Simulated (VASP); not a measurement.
# SnSe2 in VASP: further runs, part 2 of 2

VASP 6.6.1. Earlier steps stand in the parts before.

### Step 4. Single point, PBE (uniaxial strain along a: +6.0 %, then relaxed in part)

INCAR

```
SYSTEM = SnSe2
PREC = Accurate
ENCUT = 520
EDIFF = 1E-7
ISMEAR = 0
SIGMA = 0.02
LREAL = .False.
LASPH = .True.
NELM = 100
ALGO = Normal
ISIF = 2
LWAVE = .False.
LCHARG = .False.
GGA = PE
NBANDS = 20
```

KPOINTS

```
Automatic mesh
0
Gamma
  12 12 4
  0 0 0
```

POSCAR

```
SnSe2
1.0
    4.1039726491     -0.0001525102      0.0000000000
   -2.0521090572      3.3031434414      0.0000000000
    0.0000000000      0.0000000000      6.7758688930
Sn Se
1 2
Direct
    0.0000000000      0.0000000000      0.0000000000
    0.6666466159      0.3331967363      0.7686758343
    0.3333533841      0.6668032637      0.2313241657
```

Potentials or basis: VASP PAW PBE potentials, release 64 (Sn_d, Se).

On the command line:

```bash
$ cat potpaw_PBE.64/Sn_d/POTCAR potpaw_PBE.64/Se/POTCAR > POTCAR
$ mpirun -np 1 vasp_std > vasp.out
```

OUTCAR:

```text
SYSTEM = SnSe2
   PREC = Accurate
   ENCUT = 520
   EDIFF = 1E-7
   ISMEAR = 0
   LREAL = .False.
   LASPH = .True.
   NELM = 100
   ISIF = 2
   GGA = PE

 ion  position               nearest neighbor table
   1  0.000  0.000  0.000-   3 2.70   2 2.70   3 2.81   2 2.81   2 2.81   3 2.81
   2  0.667  0.333  0.769-   1 2.70   1 2.81   1 2.81
   3  0.333  0.667  0.231-   1 2.70   1 2.81   1 2.81

  Warning from LATTYP: Monoclinic adjustment (A1->A3, A2->A1, A3->A2)!
  Warning from LATTYP: Got some problem with cell dimensions!
  Tried to take original basis but could not verify dimensions!
  LATTYP: Found a simple monoclinic cell.
 ALAT       =     3.8884306978
 B/A-ratio  =     1.7425715976
 C/A-ratio  =     1.0000666281
 COS(beta)  =    -0.4430691731

  Lattice vectors:

 A1 = (   2.0518635919,   3.3029909312,   0.0000000000)
 A2 = (   0.0000000000,   0.0000000000,   6.7758688930)
 A3 = (   2.0521090572,  -3.3031434414,   0.0000000000)

Analysis of symmetry for initial positions (statically):
=====================================================================
 Subroutine PRICEL returns:
 Original cell was already a primitive cell.

 Routine SETGRP: Setting up the symmetry group for a
 simple monoclinic supercell.

 Subroutine GETGRP returns: Found  2 space group operations
 (whereof  2 operations were pure point group operations)
 out of a pool of  4 trial point group operations.

The static configuration has the point symmetry S_2 .

Analysis of symmetry for dynamics (positions and initial velocities):
=====================================================================
 Subroutine PRICEL returns:
 Original cell was already a primitive cell.

 Routine SETGRP: Setting up the symmetry group for a
 simple monoclinic supercell.

 Subroutine GETGRP returns: Found  2 space group operations
 (whereof  2 operations were pure point group operations)
 out of a pool of  4 trial point group operations.

[... 118 lines left out ...]
   EFERMI_NEDOS =   21; number of points for ismear=-14 and -15
   IALGO  =     38    algorithm
   IMIX   =      4    mixing-type and parameters
     AMIX     =   0.40;   BMIX     =  1.00
     AMIX_MAG =   1.60;   BMIX_MAG =  1.00
  volume/ion in A,a.u.               =      30.62       206.62
  Fermi-wavevector in a.u.,A,eV,Ry     =   1.074906  2.031277 15.720471  1.155422
  Thomas-Fermi vector in A             =   2.210747
   LORBIT       =      0    0 simple, 1 ext, 2 COOP (PROOUT), +10 PAW based schemes
   GGA     = PE    functional components
   LHFCALC =     F    Hartree Fock is set to
   AEXX    =    0.0000 exact exchange contribution
   IVDW    =     0    specifies the selected vdW correction
   LEPSILON=     F    determine dielectric tensor
   LRPA    =     F    only Hartree local field effects (RPA)
 non-spin polarized calculation
 Gauss-broadening in eV      SIGMA  =   0.02
  energy-cutoff  :      520.00
  volume of cell :       91.85
 maximum number of plane-waves:      2500
   NGX = 15   NGY = 15   NGZ = 25

 number of electron      26.0000003 magnetization

 Free energy of the ion-electron system (eV)
  ---------------------------------------------------
  ext. energy  EPLUGINS =         0.00000000
  ---------------------------------------------------
  free energy    TOTEN  =       -11.80928109 eV

  energy without entropy =      -11.80928109  energy(sigma->0) =      -11.80928109

 E-fermi :   2.6225     XC(G=0):  -8.5738

 val. band max:        2.4466986671   @ k =  -0.1667   0.0833   0.0000
 cond. band min:       2.9128127199   @ k =   0.0000   0.5000   0.2500
 fundamental gap:      0.4661140527
 Fermi energy:         2.6225355266

 k-point     1 :       0.0000    0.0000    0.0000
  band No.  band energies     occupation
      1     -18.7000      2.00000
      2     -18.6800      2.00000
      3     -18.6706      2.00000
      4     -18.6598      2.00000
      5     -18.6455      2.00000
      6     -10.7464      2.00000
[... 541 lines left out ...]
     19      10.3440      0.00000
     20      11.4474      0.00000

 [... further k-points ...]

------------------------ aborting loop because EDIFF is reached ----------------------------------------

  FORCE on cell =-STRESS in cart. coord.  units (eV):
  Direction    XX          YY          ZZ          XY          YZ          ZX
  --------------------------------------------------------------------------------------
  -------------------------------------------------------------------------------------
  Total       -2.0854204      0.0243351      0.0210500      0.0013454     -0.0086057      0.0018505
  in kB      -36.3762003      0.4244798      0.3671773      0.0234686     -0.1501105      0.0322786
  external PRESSURE =     -11.8615144 kB  Pullay stress =       0.0000000 kB

 VOLUME and BASIS-vectors are now :
 -----------------------------------------------------------------------------
  energy-cutoff  :      520.00
  volume of cell :       91.85
      direct lattice vectors                 reciprocal lattice vectors
     4.103972649 -0.000152510  0.000000000     0.243671967  0.151383511  0.000000000
    -2.052109057  3.303143441  0.000000000     0.000011251  0.302748913  0.000000000
     0.000000000  0.000000000  6.775868893     0.000000000  0.000000000  0.147582549

 POSITION                                       TOTAL-FORCE (eV/Angst)
 -----------------------------------------------------------------------------------
      0.00000      0.00000      0.00000        -0.000000      0.000000      0.000000
      2.05214      1.10049      5.20845        -0.000643     -0.002813     -0.009926
     -0.00028      2.20250      1.56742         0.000643      0.002813      0.009926
 -----------------------------------------------------------------------------------
    total drift:                               -0.000000      0.000000      0.000000

  FREE ENERGIE OF THE ION-ELECTRON SYSTEM (eV)
  ---------------------------------------------------
  free  energy   TOTEN  =       -11.8092810947 eV

  energy  without entropy=      -11.8092810947  energy(sigma->0) =      -11.80928109
```

OSZICAR:

```text
N       E                     dE             d eps       ncg     rms          rms(c)
DAV:   1     0.201317467638E+03    0.20132E+03   -0.11997E+04 11888   0.139E+03
DAV:   2     0.117197163881E+02   -0.18960E+03   -0.18252E+03 12592   0.361E+02
DAV:   3    -0.112670256793E+02   -0.22987E+02   -0.22564E+02 14380   0.113E+02
DAV:   4    -0.120773346735E+02   -0.81031E+00   -0.80899E+00 14052   0.226E+01
DAV:   5    -0.120980762688E+02   -0.20742E-01   -0.20740E-01 16084   0.373E+00    0.451E+00
DAV:   6    -0.118227851751E+02    0.27529E+00   -0.61190E-01 17376   0.746E+00    0.289E+00
DAV:   7    -0.118085522012E+02    0.14233E-01   -0.15189E-01 13280   0.231E+00    0.100E+00
DAV:   8    -0.118086291109E+02   -0.76910E-04   -0.12539E-02 14212   0.101E+00    0.256E-01
DAV:   9    -0.118092162083E+02   -0.58710E-03   -0.16097E-03 12936   0.323E-01    0.807E-02
DAV:  10    -0.118092467820E+02   -0.30574E-04   -0.15846E-04 14616   0.894E-02    0.294E-02
DAV:  11    -0.118092798479E+02   -0.33066E-04   -0.46598E-05 12576   0.419E-02    0.124E-02
DAV:  12    -0.118092800669E+02   -0.21898E-06   -0.37186E-06 15664   0.114E-02    0.791E-03
DAV:  13    -0.118092808950E+02   -0.82819E-06   -0.22985E-06 12336   0.882E-03    0.266E-03
DAV:  14    -0.118092810839E+02   -0.18890E-06   -0.42771E-08 11400   0.165E-03    0.833E-04
DAV:  15    -0.118092810947E+02   -0.10737E-07   -0.48603E-08  9720   0.144E-03
   1 F= -.11809281E+02 E0= -.11809281E+02  d E =-.227693E-37
```

Wall time 3.9 min (1 thread of Intel Xeon 6975P-C (Granite Rapids), shared host); peak memory 0.6 GiB.

Results:

- Free energy: -11.8093 eV
- Pressure: -1.2 GPa
- Largest force: 0.010 eV/Å
- Band gap on the k mesh: 0.47 eV, indirect (least direct gap 0.95 eV)

Forces on the atoms (eV/Å):
```
Sn   0.000  0.000  0.000
Se  -0.001 -0.003 -0.010
Se   0.001  0.003  0.010
```

Caveat: the cell differs from its parent crystal (uniaxial strain along a: +6.0 %, then relaxed in part); spin-orbit coupling is left out, which moves the levels of the heavy elements. A k mesh can miss the band edges.

### Step 5. Single point, PBE (uniaxial strain along a: -6.0 %)

INCAR

```
SYSTEM = SnSe2
PREC     = Accurate       ! precision mode
ENCUT    = 520            ! plane-wave cutoff, eV
EDIFF    = 1E-6           ! SCF threshold, eV
ISMEAR   = 0              ! smearing method
SIGMA    = 0.02           ! smearing width, eV
LREAL    = .FALSE.        ! projectors in reciprocal space
LASPH    = .TRUE.         ! aspherical terms in the spheres
NELM     = 100            ! most SCF steps
ALGO     = Normal         ! electronic algorithm
ISIF     = 2              ! what is computed and relaxed
LWAVE    = .FALSE.        ! write WAVECAR
LCHARG   = .FALSE.        ! write CHGCAR
GGA      = PE             ! functional
NBANDS   = 20             ! bands
```

KPOINTS

```
regular mesh
0
G
  12 12 4
  0 0 0
```

POSCAR

```
SnSe2
1.0
    3.6393719743      0.0000000000      0.0000000000
   -1.8196859872      3.4032610770      0.0000000000
    0.0000000000      0.0000000000      7.0756675414
Sn Se
1 2
Direct
    0.0000000000      0.0000000000      0.0000000000
    0.6684625866      0.3369978177      0.7736711961
    0.3315374134      0.6630021823      0.2263288039
```

On the command line:

```bash
$ cat potpaw_PBE.64/Sn_d/POTCAR potpaw_PBE.64/Se/POTCAR > POTCAR
$ mpirun -np 1 vasp_std > vasp.out
```

Wall time 8.8 min (1 thread of Oxide Virtual Turin-like, shared host); peak memory 0.55 GiB.

Results (log left out):

```yaml
Free_energy: -11.7725 eV
Pressure: 2.8 GPa
Largest_force: 0.232 eV/Å
Band_gap_on_the_k_mesh: 0.24 eV, indirect (least direct gap 0.99 eV)
```

Forces in eV/Å, atoms in the order of the input:
```
Sn   0.000  0.000  0.000
Se   0.000  0.042 -0.229
Se   0.000 -0.042  0.229
```

Stress tensor (GPa, compression positive):
```
 6.53  0.00  0.00
 0.00  0.38 -0.24
 0.00 -0.24  1.37
```

Levels at points of the mesh, in eV from the valence-band top:
```
           k point  band 10  band 11  band 12  band 13  band 14  band 15  band 16  band 17
(0.00, 0.00, 0.00)    -0.78    -0.61    -0.48    -0.11     1.04     2.74     4.37     4.84
(0.50, 0.00, 0.00)    -2.98    -2.60    -1.22    -0.78     0.44     3.39     5.11     5.22
(0.50, 0.50, 0.00)    -2.98    -2.60    -1.22    -0.78     0.44     3.39     5.11     5.23
(0.00, 0.50, 0.00)    -3.07    -2.03    -1.29    -0.22     1.05     4.14     5.34     5.67
(0.00, 0.00, 0.50)    -0.92    -0.57    -0.50    -0.08     1.94     2.68     4.28     4.78
(0.50, 0.00, 0.50)    -2.85    -2.41    -1.07    -0.87     0.24     3.69     4.49     5.27
(0.50, 0.50, 0.50)    -2.85    -2.41    -1.07    -0.87     0.24     3.69     4.49     5.27
(0.00, 0.50, 0.50)    -2.71    -2.00    -1.10    -0.30     0.69     4.12     4.72     5.29
```

Caveat: the cell differs from its parent crystal (uniaxial strain along a: -6.0 %); spin-orbit coupling is left out, which moves the levels of the heavy elements. A k mesh can miss the band edges.

### Step 6. Single point, PBE (uniaxial strain along a: +6.0 %)

INCAR

```
SYSTEM = SnSe2
ALGO = Normal
EDIFF = 1E-6
ENCUT = 520
GGA = PE
ISIF = 2
ISMEAR = 0
LASPH = .TRUE.
LCHARG = .TRUE.
LELF = .TRUE.
LREAL = .FALSE.
LVHAR = .TRUE.
LWAVE = .FALSE.
NBANDS = 20
NELM = 60
PREC = Accurate
SIGMA = 0.02
```

KPOINTS

```
k-points
0
G
  12 12 4
  0 0 0
```

POSCAR

```
SnSe2
1.0
    4.1039726519      0.0000000000      0.0000000000
   -2.0519863260      3.3026720796      0.0000000000
    0.0000000000      0.0000000000      6.8665345106
Sn Se
1 2
Direct
    0.0000000000      0.0000000000      0.0000000000
    0.6662756459      0.3325247703      0.7702045118
    0.3337243541      0.6674752297      0.2297954882
```

Potentials or basis: VASP PAW PBE potentials, release 64 (Sn_d, Se).

On the command line:

```bash
$ cat potpaw_PBE.64/Sn_d/POTCAR potpaw_PBE.64/Se/POTCAR > POTCAR
$ mpirun -np 1 vasp_std > vasp.out
```

OUTCAR:

```text
SYSTEM = SnSe2
   EDIFF = 1E-6
   ENCUT = 520
   GGA = PE
   ISIF = 2
   ISMEAR = 0
   LASPH = .TRUE.
   LREAL = .FALSE.
   NELM = 60
   PREC = Accurate

 ion  position               nearest neighbor table
   1  0.000  0.000  0.000-   3 2.71   2 2.71   3 2.81   2 2.81   2 2.81   3 2.81
   2  0.666  0.333  0.770-   1 2.71   1 2.81   1 2.81
   3  0.334  0.667  0.230-   1 2.71   1 2.81   1 2.81

  Warning from LATTYP: Monoclinic adjustment (A1->A3, A2->A1, A3->A2)!
  LATTYP: Found a base centered orthorhombic cell.
 ALAT       =     4.1039726519
 B/A-ratio  =     1.6095000429
 C/A-ratio  =     1.6731433401

  Lattice vectors:

 A1 = (   2.0519863260,  -3.3026720796,   0.0000000000)
 A2 = (   2.0519863259,   3.3026720796,   0.0000000000)
 A3 = (   0.0000000000,   0.0000000000,   6.8665345106)

Analysis of symmetry for initial positions (statically):
=====================================================================
 Subroutine PRICEL returns:
 Original cell was already a primitive cell.

 Routine SETGRP: Setting up the symmetry group for a
[... 161 lines left out ...]

 Free energy of the ion-electron system (eV)
  ---------------------------------------------------
  ext. energy  EPLUGINS =         0.00000000
  ---------------------------------------------------
  free energy    TOTEN  =       -11.80847693 eV

  energy without entropy =      -11.80847693  energy(sigma->0) =      -11.80847693

 E-fermi :   2.4547     XC(G=0):  -8.5059

 val. band max:        2.3363537978   @ k =   0.1667  -0.1667   0.0000
 cond. band min:       2.7822391080   @ k =   0.0000   0.5000   0.2500
 fundamental gap:      0.4458853103
 Fermi energy:         2.4546776290

 k-point     1 :       0.0000    0.0000    0.0000
  band No.  band energies     occupation
      1     -18.8090      2.00000
      2     -18.7883      2.00000
      3     -18.7802      2.00000
      4     -18.7683      2.00000
      5     -18.7547      2.00000
      6     -10.8219      2.00000
[... 541 lines left out ...]
     19      11.0129      0.00000
     20      11.6344      0.00000

 [... further k-points ...]
[... 5 lines left out ...]
  --------------------------------------------------------------------------------------
  -------------------------------------------------------------------------------------
  Total       -2.2120443     -0.0973788     -0.2628007     -0.0002087     -0.0427989      0.0004614
  in kB      -38.0799952     -1.6763610     -4.5240735     -0.0035922     -0.7367761      0.0079427
  external PRESSURE =     -14.7601432 kB  Pullay stress =       0.0000000 kB

 VOLUME and BASIS-vectors are now :
 -----------------------------------------------------------------------------
  energy-cutoff  :      520.00
  volume of cell :       93.07
      direct lattice vectors                 reciprocal lattice vectors
     4.103972652  0.000000000  0.000000000     0.243666341  0.151392566  0.000000000
    -2.051986326  3.302672080  0.000000000     0.000000000  0.302785132  0.000000000
     0.000000000  0.000000000  6.866534511     0.000000000  0.000000000  0.145633871

 POSITION                                       TOTAL-FORCE (eV/Angst)
 -----------------------------------------------------------------------------------
      0.00000      0.00000      0.00000         0.000000      0.000000      0.000000
      2.05204      1.09822      5.28864        -0.000177      0.009056      0.074848
     -0.00005      2.20445      1.57790         0.000177     -0.009056     -0.074848
 -----------------------------------------------------------------------------------
    total drift:                                0.000000     -0.000000      0.000000

  FREE ENERGIE OF THE ION-ELECTRON SYSTEM (eV)
  ---------------------------------------------------
  free  energy   TOTEN  =       -11.8084769280 eV

  energy  without entropy=      -11.8084769280  energy(sigma->0) =      -11.80847693
```

OSZICAR:

```text
N       E                     dE             d eps       ncg     rms          rms(c)
DAV:   1     0.202216943381E+03    0.20222E+03   -0.12013E+04 11804   0.139E+03
DAV:   2     0.117781885230E+02   -0.19044E+03   -0.18342E+03 12668   0.359E+02
DAV:   3    -0.112447449776E+02   -0.23023E+02   -0.22581E+02 14248   0.113E+02
DAV:   4    -0.120746232426E+02   -0.82988E+00   -0.82857E+00 14104   0.229E+01
DAV:   5    -0.120956174328E+02   -0.20994E-01   -0.20993E-01 16120   0.375E+00    0.448E+00
DAV:   6    -0.118215301423E+02    0.27409E+00   -0.61562E-01 17312   0.744E+00    0.286E+00
DAV:   7    -0.118077532178E+02    0.13777E-01   -0.14915E-01 13220   0.228E+00    0.999E-01
DAV:   8    -0.118078285404E+02   -0.75323E-04   -0.12403E-02 14228   0.993E-01    0.254E-01
DAV:   9    -0.118084122078E+02   -0.58367E-03   -0.16018E-03 12864   0.321E-01    0.799E-02
DAV:  10    -0.118084448587E+02   -0.32651E-04   -0.16135E-04 14360   0.897E-02    0.287E-02
DAV:  11    -0.118084767495E+02   -0.31891E-04   -0.46430E-05 12580   0.420E-02    0.130E-02
DAV:  12    -0.118084769280E+02   -0.17849E-06   -0.37010E-06 14996   0.115E-02
   1 F= -.11808477E+02 E0= -.11808477E+02  d E =-.481495E-19
```

Run time: 12 min. Hardware: 1 thread of Oxide Virtual Turin-like, shared host; peak memory 0.57 GiB.

Results:

```yaml
Free_energy: -11.8085 eV
Pressure: -1.5 GPa
Largest_force: 0.075 eV/Å
Band_gap_on_the_k_mesh: 0.45 eV, indirect (least direct gap 1.00 eV)
```

Forces in eV/Å, atoms in the order of the input:
```
Sn   0.000  0.000  0.000
Se   0.000  0.009  0.075
Se   0.000 -0.009 -0.075
```

Stress tensor (GPa, compression positive):
```
-3.81  0.00  0.00
 0.00 -0.17 -0.07
 0.00 -0.07 -0.45
```

Caveat: the cell differs from its parent crystal (uniaxial strain along a: +6.0 %); spin-orbit coupling is left out, which moves the levels of the heavy elements; this functional lacks dispersion, which binds the layers, so the pressure and a relaxed spacing across them are unreliable. A k mesh can miss the band edges.

### Step 7. The runs side by side

| cell | gap on the mesh (eV) | pressure (GPa) | largest force (eV/Å) |
| --- | --- | --- | --- |
| a = 3.639, b = 3.852, c = 7.180 Å, angles 90.0, 90.0, 118.1°, 3 atoms | 0.17 | 2.0 | 0.02 |
| a = 4.027, b = 3.883, c = 6.859 Å, angles 90.0, 90.0, 121.2°, 3 atoms | 0.56 | -0.8 | 0.01 |
| a = 4.104, b = 3.889, c = 6.776 Å, angles 90.0, 90.0, 121.9°, 3 atoms | 0.47 | -1.2 | 0.01 |
| a = 3.639, b = 3.859, c = 7.076 Å, angles 90.0, 90.0, 118.1°, 3 atoms | 0.24 | 2.8 | 0.23 |
| a = 4.104, b = 3.888, c = 6.867 Å, angles 90.0, 90.0, 121.9°, 3 atoms | 0.45 | -1.5 | 0.08 |

Alike in all rows: task single point; level PBE; potentials or basis VASP PAW PBE potentials, release 64 (Sn_d, Se); no spin polarisation; k mesh 12 × 12 × 4; cutoff (eV) 520; smearing gaussian 0.02 eV.

Caveats: spin-orbit coupling is left out, which moves the levels of the heavy elements; this functional lacks dispersion, which binds the layers, so the pressure and a relaxed spacing across them are unreliable (some runs).

Total energies depend on the potentials used, so only differences within one code and one set of settings carry meaning.
